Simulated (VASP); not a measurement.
Set up this calculation in VASP 6.6.1, as the native input.

| Property | Result |
| --- | --- |
| Task | electric field gradients |
| Functional | LDA |
| Potentials or basis | VASP PAW LDA potentials, release 64 (Sc_sv, Al) |
| Cutoff | 520 eV |
| k mesh | 10 × 10 × 10 |
| Occupations | fermi-dirac, width 0.05 eV |
| Spin | no spin polarisation |
| Dipole correction | no |
| Further INCAR settings | ALGO = Normal; EDIFF = 1e-08; NBANDS = 14 |

The structure of ScAl lies in POSCAR:

```
ScAl
1.0
    3.4364510258      0.0000000000      0.0000000000
    0.0000000000      3.4364510258      0.0000000000
    0.0000000000      0.0000000000      3.4364510258
Sc Al
1 1
Direct
    0.5000000000      0.5000000000      0.5000000000
    0.0000000000      0.0000000000      0.0000000000
```

One way to write it, as run:

INCAR

```
PREC = Accurate
ENCUT = 520
EDIFF = 1E-8
ISMEAR = -1
SIGMA = 0.05
LREAL = False
LASPH = True
NELM = 100
ALGO = Normal
ISIF = 2
LWAVE = False
LCHARG = False
LEFG = True
NBANDS = 14
```

KPOINTS

```
Automatic mesh
0
Gamma
  10 10 10
```

Potentials or basis: VASP PAW LDA potentials, release 64 (Sc_sv, Al).

The run is started by

```console
$ cat potpaw_LDA.64/Sc_sv/POTCAR potpaw_LDA.64/Al/POTCAR > POTCAR
$ mpirun -np 1 vasp_std > vasp.out
```

It gave:

```
Pressure                                : -7.8 GPa
Band gap on the k mesh                  : zero (bands 7 and 8 overlap by 1.09 eV)
Largest electric field gradient by atom : under 0.05 V/Å² on every atom
```

Caveat: the cell stands under tension.

Run time: 22 s on 1 thread of Intel(R) Xeon(R) Platinum 8375C CPU @ 2.90GHz (Ice Lake), with other jobs on the host, peak memory 0.16 GiB.
